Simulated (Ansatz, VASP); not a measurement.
One calculation of V2O5, two programs

```
CELL_PARAMETERS angstrom
5.51409 -1.43568 0.13550
5.51409 1.43568 0.13550
-0.52160 0.00000 5.34710
ATOMIC_POSITIONS crystal
V 0.14313 0.14313 0.36617
V 0.85687 0.85687 0.63383
O 0.00000 0.00000 0.50000
O 0.61852 0.61852 0.17289
O 0.38148 0.38148 0.82711
O 0.30901 0.30901 0.37265
O 0.69099 0.69099 0.62735
```

Alike in both runs: functional r2SCAN; k mesh 6 × 6 × 4; occupations gaussian, width 0.1 eV; no spin polarisation.

Ansatz relaxed the structure, and its values are those at the end. VASP's run is a single point on that final structure, the one shown.

|  | VASP | Ansatz |
| --- | --- | --- |
| version | VASP 6.6.1 | Ansatz 0.2.0 |
| potentials or method | VASP PAW PBE potentials, release 64 (V_sv, O), cutoff 520 eV | scalar-relativistic, plane waves, PAW |
| valence electrons in the cell | 56 | 56 |

|  | VASP | Ansatz | Ansatz less VASP |
| --- | --- | --- | --- |
| gap on the k mesh at the Fermi level (eV) | 1.73 | 1.72 | -0.013 |
| least direct gap on the mesh (eV) | 1.81 | 1.79 | -0.018 |
| pressure (GPa) | 1.4 | 0.2 | -1.20 |
| rms of the force components (eV/Å) | 0.080 | 0.006 | -0.0741 |

VASP's potentials were made for PBE, not for r2SCAN. The functional is the same, so the differences come from potentials, cutoffs and numerics.
